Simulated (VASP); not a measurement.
# In (Pm-3m) in VASP: a series of runs

Runs on In. Level: PBEsol. Tasks: single point.

Program: VASP 6.6.1. These are calculated values, not measurements. Logs are shortened: lines on timing, memory, paths and dates and some standing lists are left out, and cuts for length are marked.

## Step 1: The cell of the first run

It takes space group Pm-3m (No. 221, cubic). The conventional cell has a = 2.219 Å, b = 2.219 Å, c = 2.219 Å, α = 90.00°, β = 90.00°, γ = 90.00°. In (site symmetry m-3m) has 6 In at 2.22 Å within 2.9 Å.

## Step 2: Single point, PBEsol

INCAR

```
SYSTEM = In
  ALGO = Normal
  EDIFF = 1E-6
  ENCUT = 520
  GGA = PS
  ISIF = 2
  ISMEAR = -1
  LASPH = .True.
  LCHARG = .False.
  LREAL = .False.
  LWAVE = .False.
  NBANDS = 12
  NELM = 80
  PREC = Accurate
  SIGMA = 0.05
```

KPOINTS

```
k-points
0
Gamma
  14 14 14
  0 0 0
```

POSCAR

```
In
1.0
    2.2194226976      0.0000000000      0.0000000000
    0.0000000000      2.2194226976      0.0000000000
    0.0000000000      0.0000000000      2.2194226976
In
1
Direct
    0.0000000000      0.0000000000      0.0000000000
```

Potentials or basis: VASP PAW PBE potentials, release 64 (In_d).

Run with:

```
cat potpaw_PBE.64/In_d/POTCAR > POTCAR
mpirun -np 1 vasp_std > vasp.out
```

OUTCAR:

```text
SYSTEM = In
   EDIFF = 1E-6
   ENCUT = 520
   GGA = PS
   ISIF = 2
   ISMEAR = -1
   LASPH = .True.
   LREAL = .False.
   NELM = 80
   PREC = Accurate

 ion  position               nearest neighbor table
   1  0.000  0.000  0.000-

  LATTYP: Found a simple cubic cell.
 ALAT       =     2.2194226976

  Lattice vectors:

 A1 = (   2.2194226976,   0.0000000000,   0.0000000000)
 A2 = (   0.0000000000,   2.2194226976,   0.0000000000)
 A3 = (   0.0000000000,   0.0000000000,   2.2194226976)

Analysis of symmetry for initial positions (statically):
=====================================================================
 Subroutine PRICEL returns:
 Original cell was already a primitive cell.

 Routine SETGRP: Setting up the symmetry group for a
 simple cubic supercell.

 Subroutine GETGRP returns: Found 48 space group operations
 (whereof 48 operations were pure point group operations)
 out of a pool of 48 trial point group operations.

The static configuration has the point symmetry O_h .

Analysis of symmetry for dynamics (positions and initial velocities):
=====================================================================
 Subroutine PRICEL returns:
 Original cell was already a primitive cell.

 Routine SETGRP: Setting up the symmetry group for a
 simple cubic supercell.

 Subroutine GETGRP returns: Found 48 space group operations
 (whereof 48 operations were pure point group operations)
 out of a pool of 48 trial point group operations.

The dynamic configuration has the point symmetry O_h .

 Subroutine INISYM returns: Found 48 space group operations
 (whereof 48 operations are pure point group operations),
 and found     1 'primitive' translations

----------------------------------------------------------------------------------------

                                     Primitive cell

  volume of cell :      10.9325

  direct lattice vectors                    reciprocal lattice vectors
     2.219422698  0.000000000  0.000000000     0.450567619  0.000000000  0.000000000
     0.000000000  2.219422698  0.000000000     0.000000000  0.450567619  0.000000000
     0.000000000  0.000000000  2.219422698     0.000000000  0.000000000  0.450567619

  length of vectors
     2.219422698  2.219422698  2.219422698     0.450567619  0.450567619  0.450567619

  position of ions in fractional coordinates (direct lattice)
     0.000000000  0.000000000  0.000000000

  ion indices of the primitive-cell ions
   primitive index   ion index
                 1           1

----------------------------------------------------------------------------------------

 KPOINTS: k-points

Automatic generation of k-mesh.
 Grid dimensions read from file:
 generate k-points for:   14   14   14

 Generating k-lattice:

  Cartesian coordinates                     Fractional coordinates (reciprocal lattice)
     0.032183401  0.000000000  0.000000000     0.071428571  0.000000000  0.000000000
     0.000000000  0.032183401  0.000000000     0.000000000  0.071428571  0.000000000
     0.000000000  0.000000000  0.032183401     0.000000000  0.000000000  0.071428571

  Length of vectors
     0.032183401  0.032183401  0.032183401

  Shift w.r.t. Gamma in fractional coordinates (k-lattice)
     0.000000000  0.000000000  0.000000000

 Subroutine IBZKPT returns following result:
 ===========================================

 Found    120 irreducible k-points:

 Following reciprocal coordinates:
            Coordinates               Weight
  0.000000  0.000000  0.000000      1.000000
  0.071429  0.000000  0.000000      6.000000
  0.142857  0.000000  0.000000      6.000000
  0.214286  0.000000  0.000000      6.000000
  0.285714  0.000000  0.000000      6.000000
  0.357143  0.000000  0.000000      6.000000
[... 16 lines left out ...]
  0.285714  0.214286  0.000000     24.000000
  0.357143  0.214286  0.000000     24.000000
 [... further k-points ...]
   k-points           NKPTS =    120   k-points in BZ     NKDIM =    120   number of bands    NBANDS=     12
   number of dos      NEDOS =    301   number of ions     NIONS =      1
   total plane-waves  NPLWV =   5832
   dimension x,y,z NGX =    18 NGY =   18 NGZ =   18
   dimension x,y,z NGXF=    36 NGYF=   36 NGZF=   36
   ions per type =               1
   NGX,Y,Z   is equivalent  to a cutoff of  13.48, 13.48, 13.48 a.u.
   NGXF,Y,Z  is equivalent  to a cutoff of  26.97, 26.97, 26.97 a.u.
 SYSTEM =  In
   PREC   = accura    normal or accurate (medium, high low for compatibility)
   ISTART =      0    job   : 0-new  1-cont  2-samecut
   ICHARG =      2    charge: 1-file 2-atom 10-const
   ISPIN  =      1    spin polarized calculation?
   LNONCOLLINEAR =      F non collinear calculations
   LSORBIT =      F    spin-orbit coupling
   LASPH  =      T    aspherical Exc in radial PAW
   ENCUT  =  520.0 eV  38.22 Ry    6.18 a.u.   4.13  4.13  4.13*2*pi/ulx,y,z
   NELM   =     80;   NELMIN=  2; NELMDL= -5     # of ELM steps
   EDIFF  = 0.1E-05   stopping-criterion for ELM
   LREAL  =      F    real-space projection
   EDIFFG = 0.1E-04   stopping-criterion for IOM
   NSW    =      0    number of steps for IOM
   IBRION =     -1    ionic relax: 0-MD 1-quasi-New 2-CG
   NFREE  =      0    steps in history (QN), initial steepest desc. (CG)
   ISIF   =      2    stress and relaxation
   ISYM   =      2    0-nonsym 1-usesym 2-fastsym
   POTIM  = 0.5000    time-step for ionic-motion
   TEBEG  =    0.0;   TEEND  =   0.0 temperature during run
   PSTRESS=    0.0 pullay stress
   NELECT =      13.0000    total number of electrons
   NUPDOWN=      -1.0000    fix difference up-down
   EMIN   =  10.00;   EMAX   =-10.00  energy-range for DOS
   EFERMI =   0.00;   METHOD = LEGACY
   ISMEAR =    -1;   SIGMA  =   0.05  broadening in eV -4-tet -1-fermi 0-gaus
   EFERMI_NEDOS =   21; number of points for ismear=-14 and -15
   IALGO  =     38    algorithm
   IMIX   =      4    mixing-type and parameters
     AMIX     =   0.40;   BMIX     =  1.00
     AMIX_MAG =   1.60;   BMIX_MAG =  1.00
  volume/ion in A,a.u.               =      10.93        73.78
  Fermi-wavevector in a.u.,A,eV,Ry     =   1.734400  3.277541 40.928274  3.008143
  Thomas-Fermi vector in A             =   2.808203
   LORBIT       =      0    0 simple, 1 ext, 2 COOP (PROOUT), +10 PAW based schemes
   GGA     = PS    functional components
   LHFCALC =     F    Hartree Fock is set to
   AEXX    =    0.0000 exact exchange contribution
   IVDW    =     0    specifies the selected vdW correction
   LEPSILON=     F    determine dielectric tensor
   LRPA    =     F    only Hartree local field effects (RPA)
 non-spin polarized calculation
  energy-cutoff  :      520.00
  volume of cell :       10.93
 maximum number of plane-waves:       305
 NGX is ok and might be reduce to    18

 number of electron      13.0000000 magnetization

 Free energy of the ion-electron system (eV)
  ---------------------------------------------------
  ext. energy  EPLUGINS =         0.00000000
  ---------------------------------------------------
  free energy    TOTEN  =         5.16633553 eV

  energy without entropy =        5.17021409  energy(sigma->0) =        5.16827481

 E-fermi :  23.6726     XC(G=0): -15.2776

 val. band max:       23.6309640668   @ k =   0.5000   0.4286   0.2857
 cond. band min:      23.6894905212   @ k =   0.4286   0.4286   0.2143
 fundamental gap:      0.0585264544
 Fermi energy:        23.6725916184

 k-point     1 :       0.0000    0.0000    0.0000
  band No.  band energies     occupation
      1       2.0726      2.00000
      2       2.0726      2.00000
      3       4.7189      2.00000
      4       7.7528      2.00000
      5       7.7528      2.00000
      6       7.7528      2.00000
      7      35.0011      0.00000
      8      35.0011      0.00000
      9      35.0011      0.00000
     10      42.6773      0.00000
     11      42.6773      0.00000
     12      45.1386      0.00000

 k-point     2 :       0.0714    0.0000    0.0000
  band No.  band energies     occupation
      1       2.0974      2.00000
      2       2.2198      2.00000
      3       4.9105      2.00000
      4       7.6513      2.00000
      5       7.6513      2.00000
      6       7.7612      2.00000
      7      33.5569      0.00000
      8      35.2865      0.00000
      9      35.2865      0.00000
     10      42.1729      0.00000
     11      43.2604      0.00000
     12      46.1520      0.00000

 k-point     3 :       0.1429    0.0000    0.0000
  band No.  band energies     occupation
      1       2.1672      2.00000
      2       2.6005      2.00000
      3       5.5223      2.00000
      4       7.3734      2.00000
      5       7.3734      2.00000
      6       7.7845      2.00000
      7      30.7064      0.00000
      8      36.1055      0.00000
      9      36.1055      0.00000
     10      40.9602      0.00000
     11      43.4471      0.00000
     12      49.1618      0.00000
[... 286 lines left out ...]
 k-point    23 :       0.2857    0.2143    0.0000
  band No.  band energies     occupation
      1       2.9877      2.00000
      2       4.7555      2.00000
      3       5.0282      2.00000
      4       6.6782      2.00000
      5       7.1388      2.00000
      6      10.1897      2.00000
      7      25.9070      0.00000
      8      30.7415      0.00000
      9      39.1963      0.00000
     10      41.3265      0.00000
     11      44.3629      0.00000
     12      48.6412      0.00000

 k-point    24 :       0.3571    0.2143    0.0000
  band No.  band energies     occupation
      1       3.1261      2.00000
      2       4.5859      2.00000
      3       5.3202      2.00000
      4       6.3417      2.00000
      5       7.1822      2.00000
      6      12.0628      2.00000
      7      22.9826      2.00000
      8      31.9885      0.00000
      9      38.2708      0.00000
     10      42.0648      0.00000
     11      43.0614      0.00000
     12      48.4877      0.00000

 [... further k-points ...]
[... 5 lines left out ...]
  --------------------------------------------------------------------------------------
  -------------------------------------------------------------------------------------
  Total       26.7007619     26.7007619     26.7007619      0.0000000     -0.0000000      0.0000000
  in kB     3913.0389111   3913.0389111   3913.0389111      0.0000000     -0.0000000      0.0000000
  external PRESSURE =    3913.0389111 kB  Pullay stress =       0.0000000 kB

 VOLUME and BASIS-vectors are now :
 -----------------------------------------------------------------------------
  energy-cutoff  :      520.00
  volume of cell :       10.93
      direct lattice vectors                 reciprocal lattice vectors
     2.219422698  0.000000000  0.000000000     0.450567619  0.000000000  0.000000000
     0.000000000  2.219422698  0.000000000     0.000000000  0.450567619  0.000000000
     0.000000000  0.000000000  2.219422698     0.000000000  0.000000000  0.450567619

 POSITION                                       TOTAL-FORCE (eV/Angst)
 -----------------------------------------------------------------------------------
      0.00000      0.00000      0.00000         0.000000      0.000000      0.000000
 -----------------------------------------------------------------------------------
    total drift:                               -0.000000      0.000000      0.000000

  FREE ENERGIE OF THE ION-ELECTRON SYSTEM (eV)
  ---------------------------------------------------
  free  energy   TOTEN  =         5.1663355300 eV

  energy  without entropy=        5.1702140932  energy(sigma->0) =        5.16827481
```

Run time: 12 s. Hardware: 1 thread of Intel Xeon Platinum 8259CL at 2.50GHz (Skylake/Cascade Lake), shared host; peak memory 0.12 GiB.

What came out:

| Quantity | Value |
| --- | --- |
| Free energy | 5.1663 eV |
| Pressure | 391.3 GPa |

Caveat: the PAW data sets were made with another functional, which shifts forces and pressure a little; spin-orbit coupling is left out, which moves the levels of the heavy elements.

## Step 3: Single point, PBEsol

INCAR

```
ALGO     = Normal         # electronic algorithm
EDIFF    = 1E-6           # SCF threshold, eV
ENCUT    = 520            # plane-wave cutoff, eV
GGA      = PS             # functional
ISIF     = 2              # what is computed and relaxed
ISMEAR   = 1              # smearing method
LASPH    = T              # aspherical terms in the spheres
LCHARG   = F              # write CHGCAR
LREAL    = F              # projectors in reciprocal space
LWAVE    = F              # write WAVECAR
NBANDS   = 12             # bands
NELM     = 80             # most SCF steps
PREC     = Accurate       # precision mode
SIGMA    = 0.01           # smearing width, eV
```

KPOINTS

```
k-points
0
Gamma
  14 14 14
```

POSCAR is that of step 2.

Potentials or basis: VASP PAW PBE potentials, release 64 (In_d).

Run with:

```
cat potpaw_PBE.64/In_d/POTCAR > POTCAR
mpirun -np 1 vasp_std > vasp.out
```

It took 12 s on 1 thread of Intel Xeon Platinum 8259CL at 2.50GHz (Skylake/Cascade Lake), shared host; peak memory 0.13 GiB.

The run converged. Its results:

| Item | Value |
| --- | --- |
| Free energy | 5.1681 eV |
| Pressure | 391.4 GPa |

Levels at points of the mesh, in eV from the Fermi level:
| k point | band 3 | band 4 | band 5 | band 6 | band 7 | band 8 | band 9 | band 10 |
| --- | --- | --- | --- | --- | --- | --- | --- | --- |
| (0.00, 0.00, 0.00) | -18.97 | -15.93 | -15.93 | -15.93 | 11.31 | 11.31 | 11.31 | 18.99 |
| (0.50, 0.00, 0.00) | -17.77 | -17.77 | -15.76 | -10.24 | -5.89 | 12.55 | 16.69 | 19.14 |
| (0.50, 0.50, 0.00) | -17.46 | -17.46 | -14.48 | -3.32 | -3.32 | 4.64 | 4.86 | 19.02 |
| (0.50, 0.50, 0.50) | -20.41 | -14.37 | -14.37 | 3.92 | 4.33 | 4.33 | 4.33 | 11.77 |

Caveat: the PAW data sets were made with another functional, which shifts forces and pressure a little; spin-orbit coupling is left out, which moves the levels of the heavy elements.

## Step 4: Single point, PBEsol (volume scaled by 0.45)

INCAR

```
SYSTEM = In
PREC = Accurate
ENCUT = 520
EDIFF = 1E-6
ISMEAR = -1
SIGMA = 0.05
LREAL = .FALSE.
LASPH = .TRUE.
NELM = 100
ALGO = Normal
ISIF = 2
LWAVE = .FALSE.
LCHARG = .FALSE.
GGA = PS
NBANDS = 12
```

KPOINTS

```
Automatic mesh
0
G
  14 14 14
  0 0 0
```

POSCAR

```
In
1.0
    2.3082926249      0.0000000000      0.0000000000
    0.0000000000      2.3082926249      0.0000000000
    0.0000000000      0.0000000000      2.3082926249
In
1
Direct
    0.0000000000      0.0000000000      0.0000000000
```

Run with:

```
cat potpaw_PBE.64/In_d/POTCAR > POTCAR
mpirun -np 1 vasp_std > vasp.out
```

Run time: 12 s. Hardware: 1 thread of Intel Xeon Platinum 8259CL at 2.50GHz (Skylake/Cascade Lake), shared host; peak memory 0.13 GiB.

It converged, with:

- Free energy: 2.4624 eV
- Pressure: 253.6 GPa

Levels at points of the mesh, in eV from the Fermi level:
| k point | band 4 | band 5 | band 6 | band 7 | band 8 | band 9 |
| --- | --- | --- | --- | --- | --- | --- |
| (0.00, 0.00, 0.00) | -15.39 | -15.39 | -15.39 | 11.11 | 11.11 | 11.11 |
| (0.50, 0.00, 0.00) | -16.82 | -15.26 | -8.95 | -5.94 | 13.23 | 16.62 |
| (0.50, 0.50, 0.00) | -16.58 | -14.22 | -2.74 | -2.74 | 3.64 | 4.58 |
| (0.50, 0.50, 0.50) | -14.13 | -14.13 | 4.00 | 4.00 | 4.00 | 5.07 |

Caveat: the PAW data sets were made with another functional, which shifts forces and pressure a little; spin-orbit coupling is left out, which moves the levels of the heavy elements.

## Step 5: Single point, PBEsol (volume scaled by 0.55)

INCAR

```
SYSTEM = In
  ALGO = Normal
  EDIFF = 1E-7
  ENCUT = 520
  GGA = PS
  ISIF = 2
  ISMEAR = -1
  LASPH = .TRUE.
  LCHARG = .TRUE.
  LELF = .TRUE.
  LREAL = .FALSE.
  LVHAR = .TRUE.
  LWAVE = .FALSE.
  NBANDS = 12
  NELM = 60
  PREC = Accurate
  SIGMA = 0.05
```

KPOINTS

```
k-points
0
G
  14 14 14
  0 0 0
```

POSCAR

```
In
1.0
    2.4679759460      0.0000000000      0.0000000000
    0.0000000000      2.4679759460      0.0000000000
    0.0000000000      0.0000000000      2.4679759460
In
1
Direct
    0.0000000000      0.0000000000      0.0000000000
```

Run with:

```
cat potpaw_PBE.64/In_d/POTCAR > POTCAR
mpirun -np 1 vasp_std > vasp.out
```

Run time: 14 s. Hardware: 1 thread of Intel Xeon Platinum 8259CL at 2.50GHz (Skylake/Cascade Lake), shared host; peak memory 0.13 GiB.

The run converged. Its results:

* Free energy: -0.5031 eV
* Pressure: 114.0 GPa

Levels at points of the mesh, in eV from the Fermi level:
```
           k point  band 3  band 4  band 5  band 6  band 7  band 8  band 9  band 10  band 11  band 12
(0.00, 0.00, 0.00)  -14.75  -14.75  -14.75  -14.49   10.43   10.43   10.43    15.76    15.76    18.13
(0.50, 0.00, 0.00)  -15.68  -15.68  -14.66   -7.11   -5.95   13.78   16.08    16.54    16.54    21.16
(0.50, 0.50, 0.00)  -15.53  -15.53  -13.95   -1.98   -1.98    1.89    4.40    18.61    18.61    21.17
(0.50, 0.50, 0.50)  -17.00  -13.89  -13.89    3.45    3.45    3.45    6.37     9.91     9.91     9.91
```

Caveat: the PAW data sets were made with another functional, which shifts forces and pressure a little; spin-orbit coupling is left out, which moves the levels of the heavy elements.

## Step 6: Overview

| cell | smearing | gap on the mesh (eV) | pressure (GPa) |
| --- | --- | --- | --- |
| a = 2.219 Å, 1 atom | fermi-dirac 0.05 eV | none | 391.3 |
| a = 2.219 Å, 1 atom | methfessel-paxton 0.01 eV | none | 391.4 |
| a = 2.308 Å, 1 atom | fermi-dirac 0.05 eV | none | 253.6 |
| a = 2.468 Å, 1 atom | fermi-dirac 0.05 eV | none | 114.0 |

Alike in all rows: task single point; level PBEsol; potentials or basis VASP PAW PBE potentials, release 64 (In_d); no spin polarisation; k mesh 14 × 14 × 14; cutoff (eV) 520.

Caveats: the PAW data sets were made with another functional, which shifts forces and pressure a little; spin-orbit coupling is left out, which moves the levels of the heavy elements.

Total energies depend on the potentials used, so only differences within one code and one set of settings carry meaning.
